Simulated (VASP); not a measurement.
A run of VASP 6.6.1:

The input POSCAR:

```
Li
1.0
    0.0000000000      2.1822500572      2.1822500572
    2.1822500572      0.0000000000      2.1822500572
    2.1822500572      2.1822500572      0.0000000000
Li
1
Direct
    0.0000000000      0.0000000000      0.0000000000
```

Contents of INCAR.step1:

```
SYSTEM = Li
PREC = Accurate ; ENCUT = 520
ISMEAR = -1 ; SIGMA = 0.15
LREAL = .FALSE. ; LASPH = .TRUE.
NELM = 80 ; NBANDS = 8
GGA = PE ; ALGO = Normal
EDIFF = 1E-4 ; LWAVE = .TRUE.
LCHARG = .FALSE.
```

INCAR.step2

```
SYSTEM = Li
PREC = Accurate ; ENCUT = 520
EDIFF = 1E-6 ; ISMEAR = -1
SIGMA = 0.15 ; LREAL = .FALSE.
LASPH = .TRUE. ; NELM = 80
ALGO = Normal ; ISIF = 2
LWAVE = .FALSE. ; LCHARG = .FALSE.
METAGGA = R2SCAN ; LMIXTAU = .TRUE.
NBANDS = 8 ; ISTART = 1
```

KPOINTS

```
regular mesh
0
G
  9 9 9
  0 0 0
```

Potentials or basis: VASP PAW PBE potentials, release 64 (Li_sv).

The run is started by

```console
$ cat potpaw_PBE.64/Li_sv/POTCAR > POTCAR
$ cp INCAR.step1 INCAR
$ mpirun -np 1 vasp_std > vasp.out
$ cp INCAR.step2 INCAR
$ mpirun -np 1 vasp_std > vasp.out
```

Hardware: 1 thread of Intel Xeon 6975P-C, with other jobs on the host.

Task: How long does it take, and how much memory?

Result: It took 20 s on 1 thread of Intel Xeon 6975P-C, on a shared host, peak memory 0.13 GiB. Counts: k points 35.
